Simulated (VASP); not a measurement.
Input of a VASP 6.6.1 run:

Contents of POSCAR:

```
Ge
1.0
    2.8940586279      0.0000000000      0.0000000000
   -1.4470293139      2.5063282918      0.0000000000
    0.0000000000      0.0000000000      5.1804600368
Ge
2
Direct
    0.3333333333      0.6666666667      0.2500000000
    0.6666666667      0.3333333333      0.7500000000
```

Contents of INCAR.step1:

```
PREC = Accurate ; ENCUT = 520
ISMEAR = -1 ; SIGMA = 0.05
LREAL = False ; LASPH = True
NELM = 80 ; NBANDS = 21
GGA = PE ; ALGO = Normal
EDIFF = 1E-4 ; LWAVE = True
LCHARG = False
```

The input INCAR.step2:

```
PREC = Accurate ; ENCUT = 520
EDIFF = 1E-7 ; ISMEAR = -1
SIGMA = 0.05 ; LREAL = False
LASPH = True ; NELM = 80
ALGO = Normal ; ISIF = 2
LWAVE = False ; LCHARG = False
METAGGA = R2SCAN ; LMIXTAU = True
NBANDS = 21 ; ISTART = 1
```

File KPOINTS:

```
Automatic mesh
0
Gamma
  10 10 5
```

Potentials or basis: VASP PAW PBE potentials, release 64 (Ge_d).

Run with:

```bash
$ cat potpaw_PBE.64/Ge_d/POTCAR > POTCAR
$ cp INCAR.step1 INCAR
$ mpirun -np 1 vasp_std > vasp.out
$ cp INCAR.step2 INCAR
$ mpirun -np 1 vasp_std > vasp.out
```

(1) Estimate the band gap on the k mesh.

(2) Predict the pressure.

Results:

(1) zero (band 14 reaches 14.31 eV, above the bottom of band 15 at 4.50 eV).

(2) -0.2 GPa.

Caveat: the PAW data sets were made with another functional, which shifts forces and pressure a little.
